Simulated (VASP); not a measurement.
Here is a VASP 6.6.1 calculation.

File POSCAR:

```
Zr
1.0
   -1.8154741529      2.2108220518      1.6195139336
    2.2108220518     -1.8154741529      1.6195139336
    3.6415373882      3.6415373882     -0.8954335327
Zr
2
Direct
    0.0416017403      0.9583982597      0.0000000000
    0.7083982597      0.2916017403      0.5000000000
```

File INCAR.step1:

```
SYSTEM = Zr
PREC = Accurate
ENCUT = 520
ISMEAR = -1
SIGMA = 0.1
LREAL = .False.
LASPH = .True.
NELM = 60
NBANDS = 19
GGA = PE
ALGO = Normal
EDIFF = 1E-4
LWAVE = .True.
LCHARG = .False.
```

INCAR.step2

```
SYSTEM = Zr
PREC = Accurate
ENCUT = 520
EDIFF = 1E-6
ISMEAR = -1
SIGMA = 0.1
LREAL = .False.
LASPH = .True.
NELM = 60
ALGO = Normal
ISIF = 2
LWAVE = .False.
LCHARG = .True.
METAGGA = R2SCAN
LMIXTAU = .True.
LELF = .True.
LVHAR = .True.
NBANDS = 19
ISTART = 1
```

The input KPOINTS:

```
regular mesh
0
Gamma
  13 13 7
  0 0 0
```

Potentials or basis: VASP PAW PBE potentials, release 64 (Zr_sv).

The run is started by

```bash
$ cat potpaw_PBE.64/Zr_sv/POTCAR > POTCAR
$ cp INCAR.step1 INCAR
$ mpirun -np 1 vasp_std > vasp.out
$ cp INCAR.step2 INCAR
$ mpirun -np 1 vasp_std > vasp.out
```

(1) Estimate the band gap on the k mesh.

(2) Estimate the pressure.

Results:

(1) zero (bands 12 and 13 overlap by 1.32 eV).

(2) -3.5 GPa.

Caveat: the cell stands under tension; the PAW data sets were made with another functional, which shifts forces and pressure a little.
